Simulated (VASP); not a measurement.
# BN (P6_3/mmc) in VASP: notebook

The runs below take BN through single point, with HSE06, PBE0.

Program: VASP 6.6.1. These are calculated values, not measurements. Logs are shortened: lines on timing, memory, paths and dates and some standing lists are left out, and cuts for length are marked.

**1. The cell of the first run**

Symmetry: P6_3/mmc, No. 194, hexagonal system. The conventional cell has a = 2.501 Å, b = 2.501 Å, c = 6.523 Å, α = 90.00°, β = 90.00°, γ = 120.00°. Within 1.9 Å of B (site symmetry -6m2) lie 3 N at 1.44 Å. N (site symmetry -6m2) has 3 B at 1.44 Å within 1.9 Å.

**2. Single point, HSE06**

POSCAR

```
BN
1.0
    2.5006065601      0.0000000000      0.0000000000
   -1.2503032800      2.1655888059      0.0000000000
    0.0000000000      0.0000000000      6.5228215826
B N
2 2
Direct
    0.3333333333      0.6666666667      0.2500000000
    0.6666666667      0.3333333333      0.7500000000
    0.3333333333      0.6666666667      0.7500000000
    0.6666666667      0.3333333333      0.2500000000
```

INCAR.step1

```
SYSTEM = BN
PREC     = Accurate       ! precision mode
ENCUT    = 520            ! plane-wave cutoff, eV
EDIFF    = 1E-5           ! SCF threshold, eV
ISMEAR   = 0              ! smearing method
SIGMA    = 0.01           ! smearing width, eV
LREAL    = .FALSE.        ! projectors in reciprocal space
LASPH    = .TRUE.         ! aspherical terms in the spheres
NELM     = 100            ! most SCF steps
ALGO     = Normal         ! electronic algorithm
ISIF     = 2              ! what is computed and relaxed
LWAVE    = .TRUE.         ! write WAVECAR
LCHARG   = .FALSE.        ! write CHGCAR
GGA      = PE             ! functional
NBANDS   = 16             ! bands
KPAR     = 2
```

INCAR.step2

```
SYSTEM = BN
PREC     = Accurate       ! precision mode
ENCUT    = 520            ! plane-wave cutoff, eV
EDIFF    = 1E-6           ! SCF threshold, eV
ISMEAR   = 0              ! smearing method
SIGMA    = 0.01           ! smearing width, eV
LREAL    = .FALSE.        ! projectors in reciprocal space
LASPH    = .TRUE.         ! aspherical terms in the spheres
NELM     = 100            ! most SCF steps
ALGO     = Normal         ! electronic algorithm
ISIF     = 2              ! what is computed and relaxed
LWAVE    = .FALSE.        ! write WAVECAR
LCHARG   = .FALSE.        ! write CHGCAR
GGA      = PE             ! functional
LHFCALC  = .TRUE.         ! exact exchange
HFSCREEN = 0.2079         ! screening, 1/A
PRECFOCK = Normal       
ISTART   = 1            
NBANDS   = 16             ! bands
KPAR     = 2
```

KPOINTS

```
regular mesh
0
G
  9 9 4
  0 0 0
```

Potentials or basis: VASP PAW PBE potentials, release 64 (B, N).

Run with:

```console
cat potpaw_PBE.64/B/POTCAR potpaw_PBE.64/N/POTCAR > POTCAR
cp INCAR.step1 INCAR
mpirun -np 2 vasp_std > vasp.out
cp INCAR.step2 INCAR
mpirun -np 2 vasp_std > vasp.out
```

OUTCAR:

```text
SYSTEM = BN
   PREC = Accurate
   ENCUT = 520
   EDIFF = 1E-6
   ISMEAR = 0
   LREAL = .FALSE.
   LASPH = .TRUE.
   NELM = 100
   ISIF = 2
   GGA = PE
   LHFCALC = .TRUE.
   HFSCREEN = 0.2079
   PRECFOCK = Normal
   ISTART = 1

 ion  position               nearest neighbor table
   1  0.333  0.667  0.250-   4 1.44   4 1.44   4 1.44
   2  0.667  0.333  0.750-   3 1.44   3 1.44   3 1.44
   3  0.333  0.667  0.750-   2 1.44   2 1.44   2 1.44
   4  0.667  0.333  0.250-   1 1.44   1 1.44   1 1.44

  LATTYP: Found a hexagonal cell.
 ALAT       =     2.5006065601
 C/A-ratio  =     2.6084957493

  Lattice vectors:

 A1 = (   2.5006065601,   0.0000000000,   0.0000000000)
 A2 = (  -1.2503032800,   2.1655888059,   0.0000000000)
 A3 = (   0.0000000000,   0.0000000000,   6.5228215826)

Analysis of symmetry for initial positions (statically):
=====================================================================
 Subroutine PRICEL returns:
 Original cell was already a primitive cell.

 Routine SETGRP: Setting up the symmetry group for a
 hexagonal supercell.

 Subroutine GETGRP returns: Found 24 space group operations
 (whereof 12 operations were pure point group operations)
 out of a pool of 24 trial point group operations.

The static configuration has the point symmetry D_3d.
 The point group associated with its full space group is D_6h.

Analysis of symmetry for dynamics (positions and initial velocities):
=====================================================================
 Subroutine PRICEL returns:
 Original cell was already a primitive cell.

 Routine SETGRP: Setting up the symmetry group for a
 hexagonal supercell.

 Subroutine GETGRP returns: Found 24 space group operations
 (whereof 12 operations were pure point group operations)
 out of a pool of 24 trial point group operations.

The dynamic configuration has the point symmetry D_3d.
 The point group associated with its full space group is D_6h.

 Subroutine INISYM returns: Found 24 space group operations
 (whereof 12 operations are pure point group operations),
 and found     1 'primitive' translations

----------------------------------------------------------------------------------------

                                     Primitive cell

  volume of cell :      35.3229

  direct lattice vectors                    reciprocal lattice vectors
     2.500606560  0.000000000  0.000000000     0.399902974  0.230884090  0.000000000
    -1.250303280  2.165588806  0.000000000     0.000000000  0.461768179  0.000000000
     0.000000000  0.000000000  6.522821583     0.000000000  0.000000000  0.153307888

  length of vectors
     2.500606560  2.500606560  6.522821583     0.461768179  0.461768179  0.153307888

  position of ions in fractional coordinates (direct lattice)
     0.333333333  0.666666667  0.250000000
     0.666666667  0.333333333  0.750000000
     0.333333333  0.666666667  0.750000000
     0.666666667  0.333333333  0.250000000

  ion indices of the primitive-cell ions
   primitive index   ion index
                 1           1
                 2           2
                 3           3
                 4           4

----------------------------------------------------------------------------------------

 KPOINTS: regular mesh

Automatic generation of k-mesh.
 Grid dimensions read from file:
 generate k-points for:    9    9    4

 Generating k-lattice:

  Cartesian coordinates                     Fractional coordinates (reciprocal lattice)
     0.044433664  0.025653788  0.000000000     0.111111111  0.000000000  0.000000000
     0.000000000  0.051307575  0.000000000     0.000000000  0.111111111  0.000000000
     0.000000000  0.000000000  0.038326972     0.000000000  0.000000000  0.250000000

  Length of vectors
     0.051307575  0.051307575  0.038326972

  Shift w.r.t. Gamma in fractional coordinates (k-lattice)
     0.000000000  0.000000000  0.000000000

 Subroutine IBZKPT returns following result:
 ===========================================

 Found     36 irreducible k-points:

 Following reciprocal coordinates:
            Coordinates               Weight
  0.000000  0.000000  0.000000      1.000000
  0.111111 -0.000000  0.000000      6.000000
  0.222222 -0.000000  0.000000      6.000000
  0.333333  0.000000  0.000000      6.000000
  0.444444 -0.000000  0.000000      6.000000
  0.111111  0.111111  0.000000      6.000000
[... 16 lines left out ...]
  0.333333  0.222222  0.250000     24.000000
  0.333333  0.333333  0.250000      4.000000
 [... further k-points ...]
   k-points           NKPTS =     36   k-points in BZ     NKDIM =    324   number of bands    NBANDS=     16
   number of dos      NEDOS =    301   number of ions     NIONS =      4
   total plane-waves  NPLWV =  20000
   dimension x,y,z NGX =    20 NGY =   20 NGZ =   50
   dimension x,y,z NGXF=    40 NGYF=   40 NGZF=  100
   ions per type =               2   2
   NGX,Y,Z   is equivalent  to a cutoff of  13.30, 13.30, 12.74 a.u.
   NGXF,Y,Z  is equivalent  to a cutoff of  26.59, 26.59, 25.49 a.u.
 SYSTEM =  BN
   PREC   = accura    normal or accurate (medium, high low for compatibility)
   ISTART =      1    job   : 0-new  1-cont  2-samecut
   ICHARG =      0    charge: 1-file 2-atom 10-const
   ISPIN  =      1    spin polarized calculation?
   LNONCOLLINEAR =      F non collinear calculations
   LSORBIT =      F    spin-orbit coupling
   LASPH  =      T    aspherical Exc in radial PAW
   ENCUT  =  520.0 eV  38.22 Ry    6.18 a.u.   4.65  4.65 12.13*2*pi/ulx,y,z
   NELM   =    100;   NELMIN=  2; NELMDL=  0     # of ELM steps
   EDIFF  = 0.1E-05   stopping-criterion for ELM
   LREAL  =      F    real-space projection
   EDIFFG = 0.1E-04   stopping-criterion for IOM
   NSW    =      0    number of steps for IOM
   IBRION =     -1    ionic relax: 0-MD 1-quasi-New 2-CG
   NFREE  =      0    steps in history (QN), initial steepest desc. (CG)
   ISIF   =      2    stress and relaxation
   ISYM   =      3    0-nonsym 1-usesym 2-fastsym
   POTIM  = 0.5000    time-step for ionic-motion
   TEBEG  =    0.0;   TEEND  =   0.0 temperature during run
   PSTRESS=    0.0 pullay stress
   NELECT =      16.0000    total number of electrons
   NUPDOWN=      -1.0000    fix difference up-down
   EMIN   =  10.00;   EMAX   =-10.00  energy-range for DOS
   EFERMI =   0.00;   METHOD = LEGACY
   ISMEAR =     0;   SIGMA  =   0.01  broadening in eV -4-tet -1-fermi 0-gaus
   EFERMI_NEDOS =   21; number of points for ismear=-14 and -15
   IALGO  =     38    algorithm
   IMIX   =      1    mixing-type and parameters
     AMIX     =   0.40;   BMIX     =  1.00
     AMIX_MAG =   1.60;   BMIX_MAG =  1.00
  volume/ion in A,a.u.               =       8.83        59.59
  Fermi-wavevector in a.u.,A,eV,Ry     =   1.257272  2.375899 21.507173  1.580733
  Thomas-Fermi vector in A             =   2.390939
   LORBIT       =      0    0 simple, 1 ext, 2 COOP (PROOUT), +10 PAW based schemes
   GGA     = PE    functional components
   LHFCALC =     T    Hartree Fock is set to
   PRECFOCK=normal    Normal, Fast or Accurate (Low or Medium for compatibility)
   ENCUT4O =  -1.0   cutoff for four orbital integrals eV
   NKREDX  =     1    reduce k-point grid by
   NKREDY  =     1    reduce k-point grid by
   NKREDZ  =     1    reduce k-point grid by
   AEXX    =    0.2500 exact exchange contribution
   HFSCREEN=    0.2079 screening length (either q_TF or 0.3 A-1)
   HFSCREENC=   0.2079 screening length for correlation (either q_TF or 0.3 A-1)
   ENCUTFOCK=  -1.0 apply spherical cutoff to Coloumb kernel
   IVDW    =     0    specifies the selected vdW correction
   LEPSILON=     F    determine dielectric tensor
   LRPA    =     F    only Hartree local field effects (RPA)
 non-spin polarized calculation
 Gauss-broadening in eV      SIGMA  =   0.01
  energy-cutoff  :      520.00
  volume of cell :       35.32
 maximum number of plane-waves:       973
 NGX is ok and might be reduce to    20
  NGX = 14; NGY = 14; NGZ = 40

 number of electron      15.9999997 magnetization

 Free energy of the ion-electron system (eV)
  ---------------------------------------------------
  ext. energy  EPLUGINS =         0.00000000
  ---------------------------------------------------
  free energy    TOTEN  =       -40.77068854 eV

  energy without entropy =      -40.77068854  energy(sigma->0) =      -40.77068854

 E-fermi :   1.7471     XC(G=0):  -8.4212

 val. band max:        1.6173536516   @ k =   0.3333   0.3333   0.5000
 cond. band min:       7.3330626545   @ k =   0.4444   0.1111   0.0000
 fundamental gap:      5.7157090029
 Fermi energy:         1.7471173098

 k-point     1 :       0.0000    0.0000    0.0000
  band No.  band energies     occupation
      1     -18.0251      2.00000
      2     -17.6703      2.00000
      3      -5.2723      2.00000
      4      -2.7748      2.00000
      5       0.0526      2.00000
      6       0.0526      2.00000
[... 8 lines left out ...]
     15      15.8546      0.00000
     16      16.9516      0.00000

 k-point     2 :       0.1111   -0.0000    0.0000
  band No.  band energies     occupation
      1     -17.7622      2.00000
      2     -17.4171      2.00000
      3      -4.9045      2.00000
      4      -2.4463      2.00000
      5      -0.9885      2.00000
      6      -0.9400      2.00000
[... 8 lines left out ...]
     15      16.2075      0.00000
     16      16.7108      0.00000

 k-point     3 :       0.2222   -0.0000    0.0000
  band No.  band energies     occupation
      1     -17.0007      2.00000
      2     -16.6859      2.00000
      3      -3.8251      2.00000
      4      -3.3916      2.00000
      5      -3.3178      2.00000
      6      -1.5004      2.00000
[... 8 lines left out ...]
     15      18.8854      0.00000
     16      19.0344      0.00000
[... 362 lines left out ...]
 k-point    23 :       0.3333    0.2222    0.2500
  band No.  band energies     occupation
      1     -14.2599      2.00000
      2     -14.1836      2.00000
      3      -7.3875      2.00000
      4      -7.3201      2.00000
      5      -5.1678      2.00000
      6      -5.1051      2.00000
[... 8 lines left out ...]
     15      19.0701      0.00000
     16      20.4489      0.00000

 k-point    24 :       0.3333    0.3333    0.2500
  band No.  band energies     occupation
      1     -13.8641      2.00000
      2     -13.8641      2.00000
      3      -7.1075      2.00000
      4      -6.9702      2.00000
      5      -6.3362      2.00000
      6      -6.3362      2.00000
[... 8 lines left out ...]
     15      20.6278      0.00000
     16      21.4427      0.00000

 [... further k-points ...]

------------------------ aborting loop because EDIFF is reached ----------------------------------------

  FORCE on cell =-STRESS in cart. coord.  units (eV):
  Direction    XX          YY          ZZ          XY          YZ          ZX
  --------------------------------------------------------------------------------------
  -------------------------------------------------------------------------------------
  Total       -0.3978228     -0.3978228      0.6261507     -0.0000000      0.0000000      0.0000000
  in kB      -18.0444408    -18.0444408     28.4009298     -0.0000000      0.0000000      0.0000000
  external PRESSURE =      -2.5626506 kB  Pullay stress =       0.0000000 kB

 VOLUME and BASIS-vectors are now :
 -----------------------------------------------------------------------------
  energy-cutoff  :      520.00
  volume of cell :       35.32
      direct lattice vectors                 reciprocal lattice vectors
     2.500606560  0.000000000  0.000000000     0.399902974  0.230884090  0.000000000
    -1.250303280  2.165588806  0.000000000     0.000000000  0.461768179  0.000000000
     0.000000000  0.000000000  6.522821583     0.000000000  0.000000000  0.153307888

 POSITION                                       TOTAL-FORCE (eV/Angst)
 -----------------------------------------------------------------------------------
     -0.00000      1.44373      1.63071        -0.000000     -0.000000     -0.000000
      1.25030      0.72186      4.89212        -0.000000      0.000000     -0.000000
     -0.00000      1.44373      4.89212         0.000000     -0.000000      0.000000
      1.25030      0.72186      1.63071         0.000000      0.000000      0.000000
 -----------------------------------------------------------------------------------
    total drift:                                0.000000      0.000000      0.000000

  FREE ENERGIE OF THE ION-ELECTRON SYSTEM (eV)
  ---------------------------------------------------
  free  energy   TOTEN  =       -40.7706885449 eV

  energy  without entropy=      -40.7706885449  energy(sigma->0) =      -40.77068854
```

It took 21 min on 2 MPI ranks of Intel Xeon 6975P-C (Granite Rapids), shared host; peak memory 0.27 GiB.

What came out:

```yaml
Free_energy: -40.7707 eV
Pressure: -0.3 GPa
Band_gap_on_the_k_mesh: 5.72 eV (least direct gap 6.01 eV)
```

Stress tensor (GPa, compression positive):
```
-1.80  0.00  0.00
 0.00 -1.80  0.00
 0.00  0.00  2.84
```

Levels at points of the mesh, in eV from the valence-band top:
```tsv
k point	band 4	band 5	band 6	band 7	band 8	band 9	band 10	band 11	band 12	band 13
(0.00, 0.00, 0.00)	-4.39	-1.56	-1.56	-1.52	-1.52	6.57	12.31	13.33	13.33	13.49
(0.00, 0.00, 0.50)	-5.78	-1.54	-1.54	-1.54	-1.54	9.24	9.24	13.41	13.41	13.41
```

Caveat: the PAW data sets were made with another functional, which shifts forces and pressure a little; this functional lacks dispersion, which binds layers or chains, so the pressure and a relaxed spacing across them are unreliable. A k mesh can miss the band edges.

**3. Single point, PBE0**

POSCAR is that of step 2.

INCAR.step1

```
SYSTEM = BN
ALGO = Normal
EDIFF = 1E-5
ENCUT = 520
GGA = PE
ISIF = 2
ISMEAR = 0
KPAR = 2
LASPH = .True.
LCHARG = .False.
LREAL = .False.
LWAVE = .True.
NBANDS = 16
NELM = 100
PREC = Accurate
SIGMA = 0.01
```

INCAR.step2

```
SYSTEM = BN
AEXX = 0.25
ALGO = Normal
EDIFF = 1E-7
ENCUT = 520
GGA = PE
ISIF = 2
ISMEAR = 0
ISTART = 1
KPAR = 2
LASPH = .True.
LCHARG = .False.
LHFCALC = .True.
LREAL = .False.
LWAVE = .False.
NBANDS = 16
NELM = 100
PREC = Accurate
PRECFOCK = Normal
SIGMA = 0.01
```

KPOINTS

```
k-points
0
Gamma
  9 9 4
  0 0 0
```

Potentials or basis: VASP PAW PBE potentials, release 64 (B, N).

Run with:

```console
cat potpaw_PBE.64/B/POTCAR potpaw_PBE.64/N/POTCAR > POTCAR
cp INCAR.step1 INCAR
mpirun -np 2 vasp_std > vasp.out
cp INCAR.step2 INCAR
mpirun -np 2 vasp_std > vasp.out
```

It took 26 min on 2 MPI ranks of Intel Xeon 6975P-C (Granite Rapids), shared host; peak memory 0.17 GiB.

Results (log left out):

| Property | Result |
| --- | --- |
| Free energy | -42.6731 eV |
| Pressure | -0.3 GPa |
| Band gap on the k mesh | 6.47 eV (least direct gap 6.77 eV) |

Stress tensor (GPa, compression positive):
```
-1.81  0.00  0.00
 0.00 -1.81  0.00
 0.00  0.00  2.64
```

Levels at points of the mesh, in eV from the valence-band top:
```tsv
k point	band 4	band 5	band 6	band 7	band 8	band 9	band 10	band 11	band 12	band 13
(0.00, 0.00, 0.00)	-4.41	-1.58	-1.58	-1.53	-1.53	7.29	13.07	14.10	14.10	14.26
(0.00, 0.00, 0.50)	-5.82	-1.55	-1.55	-1.55	-1.55	9.98	9.98	14.18	14.18	14.18
```

Caveat: the PAW data sets were made with another functional, which shifts forces and pressure a little; this functional lacks dispersion, which binds layers or chains, so the pressure and a relaxed spacing across them are unreliable. A k mesh can miss the band edges.
